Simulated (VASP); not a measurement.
Wanted: the native input for a VASP 6.6.1 run.

| Property | Result |
| --- | --- |
| Task | single point |
| Functional | PBEsol |
| Potentials or basis | VASP PAW PBE potentials, release 64 (Sc_sv) |
| Cutoff | 520 eV |
| k mesh | 8 × 8 × 8 |
| Occupations | gaussian, width 0.1 eV |
| Spin | no spin polarisation |
| Dipole correction | no |
| Further INCAR settings | ALGO = Normal; EDIFF = 1e-07; NBANDS = 12 |

The structure of Sc lies in POSCAR:

```
Sc
1.0
   -1.8135954035      1.8135954035      1.8135954035
    1.8135954035     -1.8135954035      1.8135954035
    1.8135954035      1.8135954035     -1.8135954035
Sc
1
Direct
    0.0000000000      0.0000000000      0.0000000000
```

The input as run:

INCAR

```
PREC     = Accurate       # precision mode
ENCUT    = 520            # plane-wave cutoff, eV
EDIFF    = 1E-7           # SCF threshold, eV
ISMEAR   = 0              # smearing method
SIGMA    = 0.1            # smearing width, eV
LREAL    = F              # projectors in reciprocal space
LASPH    = T              # aspherical terms in the spheres
NELM     = 100            # most SCF steps
ALGO     = Normal         # electronic algorithm
ISIF     = 2              # what is computed and relaxed
LWAVE    = F              # write WAVECAR
LCHARG   = F              # write CHGCAR
GGA      = PS             # functional
NBANDS   = 12             # bands
```

KPOINTS

```
Automatic mesh
0
Gamma
  8 8 8
```

Potentials or basis: VASP PAW PBE potentials, release 64 (Sc_sv).

Launch:

```console
$ cat potpaw_PBE.64/Sc_sv/POTCAR > POTCAR
$ mpirun -np 1 vasp_std > vasp.out
```

Results of the run:

The pressure is -0.1 GPa.

Caveat: the PAW data sets were made with another functional, which shifts forces and pressure a little.

It took 9.9 s on 1 thread of Intel(R) Xeon(R) Platinum 8259CL CPU @ 2.50GHz (Skylake/Cascade Lake), with other jobs on the host, peak memory 0.14 GiB.
